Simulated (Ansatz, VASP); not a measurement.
Ca: VASP beside Ansatz

The input INCAR:

```
SYSTEM = Ca
PREC = Accurate ; ENCUT = 520
EDIFF = 1E-7 ; ISMEAR = 0
SIGMA = 0.15 ; LREAL = .False.
LASPH = .True. ; NELM = 80
ALGO = Fast ; ISIF = 2
LWAVE = .False. ; LCHARG = .True.
GGA = PE ; LELF = .True.
LVHAR = .True. ; NBANDS = 11
```

The input KPOINTS:

```
regular mesh
0
Gamma
  16 16 16
  0 0 0
```

The input POSCAR:

```
Ca
1.0
    0.0000000000      2.5602146059      3.3282789877
    2.5602146059      0.0000000000      3.3282789877
    2.5602146059      2.5602146059      0.0000000000
Ca
1
Direct
    0.0000000000      0.0000000000      0.0000000000
```

Input for Ansatz:

```yaml
crystal:
  lattice:
    - [0.0, 2.5602146059, 3.3282789877]
    - [2.5602146059, 0.0, 3.3282789877]
    - [2.5602146059, 2.5602146059, 0.0]
  atoms:
    - { symbol: Ca, position: [0.0, 0.0, 0.0] }
basis:
  ecutwfc: 420
kpoints:
  mp_grid: { grid: [16, 16, 16] }
hamiltonian:
  xc: pbe
scf:
  occupations: { method: gaussian, width: 0.15 }
output:
  forces: true
  stress: true
  eigenvalues: true
```

Alike in both runs: task single point; functional PBE; k mesh 16 × 16 × 16; occupations gaussian, width 0.15 eV; no spin polarisation.

```csv
,VASP,Ansatz
version,VASP 6.6.1,Ansatz 0.2.0
potentials or method,"VASP PAW PBE potentials, release 64 (Ca_sv), cutoff 520 eV","scalar-relativistic, plane waves, PAW"
valence electrons in the cell,10,10
```

|  | VASP | Ansatz | Ansatz less VASP |
| --- | --- | --- | --- |
| gap on the k mesh at the Fermi level (eV) | none | none | - |
| pressure (GPa) | -0.5 | -0.5 | -0.01 |
| traceless stress, the component that is largest in VASP (GPa) | -2.72 | -2.72 | +0.001 |

A gap of «none» marks a metal or a gap that the smearing closes.
